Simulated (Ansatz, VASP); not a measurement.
SiC in VASP and in Ansatz

Contents of INCAR:

```
SYSTEM = SiC
PREC = Accurate
ENCUT = 520
EDIFF = 1E-6
ISMEAR = -1
SIGMA = 0.05
LREAL = .False.
LASPH = .True.
NELM = 80
ALGO = Normal
ISIF = 2
LWAVE = .False.
LCHARG = .False.
GGA = VW
NBANDS = 26
```

File KPOINTS:

```
regular mesh
0
Gamma
  10 10 3
  0 0 0
```

POSCAR

```
SiC
1.0
    3.0129072637      0.0000000000      0.0000000000
   -1.5064536318      2.6092542296      0.0000000000
    0.0000000000      0.0000000000      9.8650653976
Si C
4 4
Direct
    0.0000000000      0.0000000000      0.1878943800
    0.0000000000      0.0000000000      0.6878943800
    0.3333333333      0.6666666667      0.4378419800
    0.6666666667      0.3333333333      0.9378419800
    0.0000000000      0.0000000000      0.0004600500
    0.0000000000      0.0000000000      0.5004600500
    0.3333333333      0.6666666667      0.2498025900
    0.6666666667      0.3333333333      0.7498025900
```

File input.yaml:

```yaml
crystal:
  lattice:
    - [3.0129072637, 0.0, 0.0]
    - [-1.5064536318, 2.6092542296, 0.0]
    - [0.0, 0.0, 9.8650653976]
  atoms:
    - { symbol: Si, position: [0.0, 0.0, 0.18789438] }
    - { symbol: Si, position: [0.0, 0.0, 0.68789438] }
    - { symbol: Si, position: [0.3333333333, 0.6666666667, 0.43784198] }
    - { symbol: Si, position: [0.6666666667, 0.3333333333, 0.93784198] }
    - { symbol: C, position: [0.0, 0.0, 0.00046005] }
    - { symbol: C, position: [0.0, 0.0, 0.50046005] }
    - { symbol: C, position: [0.3333333333, 0.6666666667, 0.24980259] }
    - { symbol: C, position: [0.6666666667, 0.3333333333, 0.74980259] }
hamiltonian:
  xc: { exchange: slater, correlation: vwn5 }
  pseudopotentials: { kind: paw }
kpoints:
  mp_grid: { grid: [10, 10, 3] }
scf:
  occupations: { method: fermi_dirac, width: 0.05 }
output:
  forces: true
  stress: true
  eigenvalues: true
```

Alike in both runs: task single point; functional SVWN5; k mesh 10 × 10 × 3; occupations fermi-dirac, width 0.05 eV; no spin polarisation.

|  | VASP | Ansatz |
| --- | --- | --- |
| version | VASP 6.6.1 | Ansatz 0.2.0 |
| potentials or method | VASP PAW PBE potentials, release 64 (Si, C) | Ansatz PAW |
| plane-wave cutoff (eV) | 520 | 420 |
| valence electrons in the cell | 32 | 32 |

Ansatz gave:

| Item | Value |
| --- | --- |
| gap on the k mesh at the Fermi level (eV) | 2.19 |
| least direct gap on the mesh (eV) | 3.33 |
| pressure (GPa) | 11.1 |
| traceless stress, the component that is largest in VASP (GPa) | -0.19 |
| rms of the force components (eV/Å) | 0.007 |

Q: Which values does VASP return?

A: gap on the k mesh at the Fermi level (eV): 2.19; least direct gap on the mesh (eV): 3.34; pressure (GPa): 12.6; traceless stress, the component that is largest in VASP (GPa): -0.18; rms of the force components (eV/Å): 0.006.

VASP's potentials were made for PBE, not for SVWN5. Atom by atom the forces differ by 0.001 eV/Å (rms over components).

Noted on Ansatz's run: odd divisions of the mesh miss points on the zone boundary, where band edges often lie, so the gap on the mesh can be too wide.
